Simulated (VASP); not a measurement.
A run of VASP 6.6.1 is set up as follows.

Contents of INCAR:

```
  PREC = Accurate
  ENCUT = 520
  EDIFF = 1E-6
  ISMEAR = -1
  SIGMA = 0.05
  LREAL = False
  LASPH = True
  NELM = 100
  ALGO = Normal
  ISIF = 2
  LWAVE = False
  LCHARG = True
  GGA = PE
  LELF = True
  LVHAR = True
  NBANDS = 17
```

KPOINTS

```
regular mesh
0
Gamma
  10 10 5
```

Contents of POSCAR:

```
Hf
1.0
    3.2387666662      0.0000000000      0.0000000000
   -1.6193833331      2.8048542099      0.0000000000
    0.0000000000      0.0000000000      5.1243576326
Hf
2
Direct
    0.6666666667      0.3333333333      0.7500000000
    0.3333333333      0.6666666667      0.2500000000
```

Potentials or basis: VASP PAW PBE potentials, release 64 (Hf_pv).

Run with:

```bash
$ cat potpaw_PBE.64/Hf_pv/POTCAR > POTCAR
$ mpirun -np 1 vasp_std > vasp.out
```

Problem. Estimate the pressure.

Solution. -3.8 GPa.

Problem. Estimate the band gap on the k mesh.

Solution. Zero (band 10 reaches 5.82 eV, above the bottom of band 11 at 4.33 eV).

Stress tensor (GPa, compression positive):
```
-3.61  0.00  0.00
 0.00 -3.61  0.00
 0.00  0.00 -4.24
```

Caveat: spin-orbit coupling is left out, which moves the levels of the heavy elements.
